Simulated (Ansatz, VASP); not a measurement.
## TaN: VASP beside Ansatz

```
Ta N
1.0
     4.41727    0.00000    0.00000
     0.00000   -4.41727    0.00000
     0.00000    0.00000   -4.41727
Ta N
4 4
Direct
  0.57204 0.92796 0.00000
  0.00000 0.50000 0.00000
  0.00000 0.00000 0.50000
  0.50000 0.50000 0.50000
  0.00000 0.00000 0.00000
  0.50000 0.50000 0.00000
  0.50000 0.00000 0.50000
  0.00000 0.50000 0.50000
```

Alike in both runs: task single point; functional PBE; k mesh 14 × 14 × 14; occupations gaussian, width 0.15 eV; no spin polarisation.

|  | VASP | Ansatz |
| --- | --- | --- |
| version | VASP 6.6.1 | Ansatz 0.2.0 |
| potentials or method | VASP PAW PBE potentials, release 64 (Ta_pv, N), cutoff 520 eV | scalar-relativistic, plane waves, PAW |
| valence electrons in the cell | 64 | 72 |

```tsv
	VASP	Ansatz	Ansatz less VASP
gap on the k mesh at the Fermi level (eV)	none	none	-
pressure (GPa)	12.3	11.3	-0.97
traceless stress, the component that is largest in VASP (GPa)	-12.84	-12.61	+0.225
rms of the force components (eV/Å)	1.859	1.820	-0.0383
```

Atom by atom the forces differ by 0.039 eV/Å (rms over components). A gap of «none» marks a metal or a gap that the smearing closes. VASP's potentials hold 64 valence electrons a cell and Ansatz's 72, so a difference there can come from the potentials and not from the codes.

Neither program's run includes spin-orbit coupling.
